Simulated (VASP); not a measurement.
# Zn (Pm-3m) in VASP: a series of runs

Runs on Zn. Level: RPBE. Tasks: single point, relaxation of cell and atoms.

Everything below comes from runs of VASP 6.6.1. Logs are shortened: lines on timing, memory, paths and dates and some standing lists are left out, and cuts for length are marked.

## (1) The cell of the first run

The structure is cubic, space group Pm-3m (No. 221). Conventional cell: a = 2.745 Å, b = 2.745 Å, c = 2.745 Å, α = 90.00°, β = 90.00°, γ = 90.00°. Within 3.6 Å of Zn (site symmetry m-3m) lie 6 Zn at 2.75 Å.

## (2) Single point, RPBE (volume scaled by 1.08)

Contents of INCAR:

```
SYSTEM = Zn
ALGO     = Normal         ! electronic algorithm
EDIFF    = 1E-7           ! SCF threshold, eV
ENCUT    = 520            ! plane-wave cutoff, eV
GGA      = RP             ! functional
ISIF     = 2              ! what is computed and relaxed
ISMEAR   = -1             ! smearing method
LASPH    = .True.         ! aspherical terms in the spheres
LCHARG   = .False.        ! write CHGCAR
LREAL    = .False.        ! projectors in reciprocal space
LWAVE    = .False.        ! write WAVECAR
NBANDS   = 12             ! bands
NELM     = 80             ! most SCF steps
PREC     = Accurate       ! precision mode
SIGMA    = 0.1            ! smearing width, eV
```

Contents of KPOINTS:

```
k-points
0
Gamma
  13 13 13
  0 0 0
```

Contents of POSCAR:

```
Zn
1.0
    2.7451151167      0.0000000000      0.0000000000
    0.0000000000      2.7451151167      0.0000000000
    0.0000000000      0.0000000000      2.7451151167
Zn
1
Direct
    0.0000000000      0.0000000000      0.0000000000
```

Potentials or basis: VASP PAW PBE potentials, release 64 (Zn).

Command:

```console
cat potpaw_PBE.64/Zn/POTCAR > POTCAR
mpirun -np 1 vasp_std > vasp.out
```

OUTCAR:

```text
SYSTEM = Zn
   EDIFF = 1E-7
   ENCUT = 520
   GGA = RP
   ISIF = 2
   ISMEAR = -1
   LASPH = .True.
   LREAL = .False.
   NELM = 80
   PREC = Accurate

 ion  position               nearest neighbor table
   1  0.000  0.000  0.000-

  LATTYP: Found a simple cubic cell.
 ALAT       =     2.7451151167

  Lattice vectors:

 A1 = (   2.7451151167,   0.0000000000,   0.0000000000)
 A2 = (   0.0000000000,   2.7451151167,   0.0000000000)
 A3 = (   0.0000000000,   0.0000000000,   2.7451151167)

Analysis of symmetry for initial positions (statically):
=====================================================================
 Subroutine PRICEL returns:
 Original cell was already a primitive cell.

 Routine SETGRP: Setting up the symmetry group for a
 simple cubic supercell.

 Subroutine GETGRP returns: Found 48 space group operations
 (whereof 48 operations were pure point group operations)
 out of a pool of 48 trial point group operations.

The static configuration has the point symmetry O_h .

Analysis of symmetry for dynamics (positions and initial velocities):
=====================================================================
 Subroutine PRICEL returns:
 Original cell was already a primitive cell.

 Routine SETGRP: Setting up the symmetry group for a
 simple cubic supercell.

 Subroutine GETGRP returns: Found 48 space group operations
 (whereof 48 operations were pure point group operations)
 out of a pool of 48 trial point group operations.

The dynamic configuration has the point symmetry O_h .

 Subroutine INISYM returns: Found 48 space group operations
 (whereof 48 operations are pure point group operations),
 and found     1 'primitive' translations

----------------------------------------------------------------------------------------

                                     Primitive cell

  volume of cell :      20.6862

  direct lattice vectors                    reciprocal lattice vectors
     2.745115117  0.000000000  0.000000000     0.364283448  0.000000000  0.000000000
     0.000000000  2.745115117  0.000000000     0.000000000  0.364283448  0.000000000
     0.000000000  0.000000000  2.745115117     0.000000000  0.000000000  0.364283448

  length of vectors
     2.745115117  2.745115117  2.745115117     0.364283448  0.364283448  0.364283448

  position of ions in fractional coordinates (direct lattice)
     0.000000000  0.000000000  0.000000000

  ion indices of the primitive-cell ions
   primitive index   ion index
                 1           1

----------------------------------------------------------------------------------------

 KPOINTS: k-points

Automatic generation of k-mesh.
 Grid dimensions read from file:
 generate k-points for:   13   13   13

 Generating k-lattice:

  Cartesian coordinates                     Fractional coordinates (reciprocal lattice)
     0.028021804  0.000000000  0.000000000     0.076923077  0.000000000  0.000000000
     0.000000000  0.028021804  0.000000000     0.000000000  0.076923077  0.000000000
     0.000000000  0.000000000  0.028021804     0.000000000  0.000000000  0.076923077

  Length of vectors
     0.028021804  0.028021804  0.028021804

  Shift w.r.t. Gamma in fractional coordinates (k-lattice)
     0.000000000  0.000000000  0.000000000

 Subroutine IBZKPT returns following result:
 ===========================================

 Found     84 irreducible k-points:

 Following reciprocal coordinates:
            Coordinates               Weight
  0.000000  0.000000  0.000000      1.000000
  0.076923  0.000000  0.000000      6.000000
  0.153846  0.000000  0.000000      6.000000
  0.230769  0.000000  0.000000      6.000000
  0.307692  0.000000  0.000000      6.000000
  0.384615  0.000000  0.000000      6.000000
[... 16 lines left out ...]
  0.307692  0.307692  0.000000     12.000000
  0.384615  0.307692  0.000000     24.000000
 [... further k-points ...]
   k-points           NKPTS =     84   k-points in BZ     NKDIM =     84   number of bands    NBANDS=     12
   number of dos      NEDOS =    301   number of ions     NIONS =      1
   total plane-waves  NPLWV =   8000
   dimension x,y,z NGX =    20 NGY =   20 NGZ =   20
   dimension x,y,z NGXF=    40 NGYF=   40 NGZF=   40
   ions per type =               1
   NGX,Y,Z   is equivalent  to a cutoff of  12.11, 12.11, 12.11 a.u.
   NGXF,Y,Z  is equivalent  to a cutoff of  24.22, 24.22, 24.22 a.u.
 SYSTEM =  Zn
   PREC   = accura    normal or accurate (medium, high low for compatibility)
   ISTART =      0    job   : 0-new  1-cont  2-samecut
   ICHARG =      2    charge: 1-file 2-atom 10-const
   ISPIN  =      1    spin polarized calculation?
   LNONCOLLINEAR =      F non collinear calculations
   LSORBIT =      F    spin-orbit coupling
   LASPH  =      T    aspherical Exc in radial PAW
   ENCUT  =  520.0 eV  38.22 Ry    6.18 a.u.   5.10  5.10  5.10*2*pi/ulx,y,z
   NELM   =     80;   NELMIN=  2; NELMDL= -5     # of ELM steps
   EDIFF  = 0.1E-06   stopping-criterion for ELM
   LREAL  =      F    real-space projection
   EDIFFG = 0.1E-05   stopping-criterion for IOM
   NSW    =      0    number of steps for IOM
   IBRION =     -1    ionic relax: 0-MD 1-quasi-New 2-CG
   NFREE  =      0    steps in history (QN), initial steepest desc. (CG)
   ISIF   =      2    stress and relaxation
   ISYM   =      2    0-nonsym 1-usesym 2-fastsym
   POTIM  = 0.5000    time-step for ionic-motion
   TEBEG  =    0.0;   TEEND  =   0.0 temperature during run
   PSTRESS=    0.0 pullay stress
   NELECT =      12.0000    total number of electrons
   NUPDOWN=      -1.0000    fix difference up-down
   EMIN   =  10.00;   EMAX   =-10.00  energy-range for DOS
   EFERMI =   0.00;   METHOD = LEGACY
   ISMEAR =    -1;   SIGMA  =   0.10  broadening in eV -4-tet -1-fermi 0-gaus
   EFERMI_NEDOS =   21; number of points for ismear=-14 and -15
   IALGO  =     38    algorithm
   IMIX   =      4    mixing-type and parameters
     AMIX     =   0.40;   BMIX     =  1.00
     AMIX_MAG =   1.60;   BMIX_MAG =  1.00
  volume/ion in A,a.u.               =      20.69       139.60
  Fermi-wavevector in a.u.,A,eV,Ry     =   1.365342  2.580122 25.363408  1.864158
  Thomas-Fermi vector in A             =   2.491578
   LORBIT       =      0    0 simple, 1 ext, 2 COOP (PROOUT), +10 PAW based schemes
   GGA     = RP    functional components
   LHFCALC =     F    Hartree Fock is set to
   AEXX    =    0.0000 exact exchange contribution
   IVDW    =     0    specifies the selected vdW correction
   LEPSILON=     F    determine dielectric tensor
   LRPA    =     F    only Hartree local field effects (RPA)
 non-spin polarized calculation
  energy-cutoff  :      520.00
  volume of cell :       20.69
 maximum number of plane-waves:       587
   NGX = 11   NGY = 11   NGZ = 11

 number of electron      11.9999964 magnetization

 Free energy of the ion-electron system (eV)
  ---------------------------------------------------
  ext. energy  EPLUGINS =         0.00000000
  ---------------------------------------------------
  free energy    TOTEN  =        -0.53508199 eV

  energy without entropy =       -0.52412459  energy(sigma->0) =       -0.52960329

 E-fermi :   1.2773     XC(G=0):  -9.8255

 val. band max:        1.2200717908   @ k =   0.4615   0.3077   0.3077
 cond. band min:       1.3659285637   @ k =   0.3846   0.0000   0.0000
 fundamental gap:      0.1458567729
 Fermi energy:         1.2772724698

 k-point     1 :       0.0000    0.0000    0.0000
  band No.  band energies     occupation
      1      -6.9108      2.00000
      2      -6.3105      2.00000
      3      -6.3105      2.00000
      4      -5.4124      2.00000
      5      -5.4124      2.00000
      6      -5.4124      2.00000
      7      12.4737      0.00000
      8      12.4737      0.00000
      9      12.4737      0.00000
     10      15.2458      0.00000
     11      15.2458      0.00000
     12      17.3796      0.00000

 k-point     2 :       0.0769    0.0000    0.0000
  band No.  band energies     occupation
      1      -6.7935      2.00000
      2      -6.3051      2.00000
      3      -6.2792      2.00000
      4      -5.4277      2.00000
      5      -5.4277      2.00000
      6      -5.4111      2.00000
      7      10.7371      0.00000
      8      12.6084      0.00000
      9      12.6084      0.00000
     10      15.3393      0.00000
     11      16.3255      0.00000
     12      18.3128      0.00000

 k-point     3 :       0.1538    0.0000    0.0000
  band No.  band energies     occupation
      1      -6.5016      2.00000
      2      -6.2904      2.00000
      3      -6.1300      2.00000
      4      -5.4698      2.00000
      5      -5.4698      2.00000
      6      -5.4075      2.00000
      7       8.1910      0.00000
      8      13.0061      0.00000
      9      13.0061      0.00000
     10      15.6212      0.00000
     11      16.8960      0.00000
     12      21.0981      0.00000
[... 286 lines left out ...]
 k-point    23 :       0.3077    0.3077    0.0000
  band No.  band energies     occupation
      1      -6.1442      2.00000
      2      -5.9648      2.00000
      3      -5.6489      2.00000
      4      -5.5709      2.00000
      5      -5.5577      2.00000
      6      -2.8931      2.00000
      7       4.5932      0.00000
      8       6.1269      0.00000
      9      13.5406      0.00000
     10      16.5212      0.00000
     11      19.0588      0.00000
     12      24.7185      0.00000

 k-point    24 :       0.3846    0.3077    0.0000
  band No.  band energies     occupation
      1      -6.1184      2.00000
      2      -6.0410      2.00000
      3      -5.6120      2.00000
      4      -5.5565      2.00000
      5      -5.5369      2.00000
      6      -1.8099      2.00000
      7       3.0819      0.00000
      8       6.5604      0.00000
      9      11.6948      0.00000
     10      17.4997      0.00000
     11      19.9070      0.00000
     12      23.6793      0.00000

 [... further k-points ...]

------------------------ aborting loop because EDIFF is reached ----------------------------------------

  FORCE on cell =-STRESS in cart. coord.  units (eV):
  Direction    XX          YY          ZZ          XY          YZ          ZX
  --------------------------------------------------------------------------------------
  -------------------------------------------------------------------------------------
  Total       -0.2985286     -0.2985286     -0.2985286      0.0000000      0.0000000     -0.0000000
  in kB      -23.1214397    -23.1214397    -23.1214397      0.0000000      0.0000000     -0.0000000
  external PRESSURE =     -23.1214397 kB  Pullay stress =       0.0000000 kB

 VOLUME and BASIS-vectors are now :
 -----------------------------------------------------------------------------
  energy-cutoff  :      520.00
  volume of cell :       20.69
      direct lattice vectors                 reciprocal lattice vectors
     2.745115117  0.000000000  0.000000000     0.364283448  0.000000000  0.000000000
     0.000000000  2.745115117  0.000000000     0.000000000  0.364283448  0.000000000
     0.000000000  0.000000000  2.745115117     0.000000000  0.000000000  0.364283448

 POSITION                                       TOTAL-FORCE (eV/Angst)
 -----------------------------------------------------------------------------------
      0.00000      0.00000      0.00000         0.000000      0.000000      0.000000
 -----------------------------------------------------------------------------------
    total drift:                                0.000000      0.000000      0.000000

  FREE ENERGIE OF THE ION-ELECTRON SYSTEM (eV)
  ---------------------------------------------------
  free  energy   TOTEN  =        -0.5350819896 eV

  energy  without entropy=       -0.5241245879  energy(sigma->0) =       -0.52960329
```

Run time: 8.7 s. Hardware: 1 thread of Intel Xeon Platinum 8375C at 2.90GHz (Ice Lake), shared host; peak memory 0.13 GiB.

What came out:

```yaml
Free_energy: -0.5351 eV
Pressure: -2.3 GPa
Band_gap_on_the_k_mesh: zero (band 6 reaches 5.42 eV, above the bottom of band 7 at -0.46 eV)
```

Caveat: the PAW data sets were made with another functional, which shifts forces and pressure a little.

(Part 1 of 2 ends here.)
